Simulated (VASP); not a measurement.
A run of VASP 6.6.1 is set up as follows.

File INCAR:

```
SYSTEM = ZnF2
PREC = Accurate
ENCUT = 600
EDIFF = 1E-6
ISMEAR = -1
SIGMA = 0.01
LREAL = .False.
LASPH = .True.
NELM = 120
ALGO = Normal
ISIF = 2
LWAVE = .False.
LCHARG = .False.
GGA = PE
NBANDS = 35
GGA_COMPAT = .False.
```

File KPOINTS:

```
regular mesh
0
Gamma
  4 4 6
  0 0 0
```

The input POSCAR:

```
ZnF2
1.0
    4.7038000000      0.0000000000      0.0000000000
    0.0000000000      4.7038000000      0.0000000000
    0.0000000000      0.0000000000      3.1336000000
Zn F
2 4
Direct
    0.0000000000      0.0000000000      0.0000000000
    0.5000000000      0.5000000000      0.5000000000
    0.3035000000      0.3035000000      0.0000000000
    0.1965000000      0.8035000000      0.5000000000
    0.6965000000      0.6965000000      0.0000000000
    0.8035000000      0.1965000000      0.5000000000
```

Potentials or basis: VASP PAW PBE potentials, release 64 (Zn, F).

Launch:

```bash
$ cat potpaw_PBE.64/Zn/POTCAR potpaw_PBE.64/F/POTCAR > POTCAR
$ mpirun -np 1 vasp_std > vasp.out
```

Problem. Predict the band gap on the k mesh.

Solution. 3.51 eV, direct.

Problem. Predict the largest force.

Solution. 0.054 eV/Å.

Forces in eV/Å, atoms in the order of the input:
```
Zn   0.000  0.000  0.000
Zn   0.000  0.000  0.000
F   -0.038 -0.038  0.000
F    0.038 -0.038  0.000
F    0.038  0.038  0.000
F   -0.038  0.038  0.000
```

PBE gaps usually lie below the measured ones, often by a third to a half.
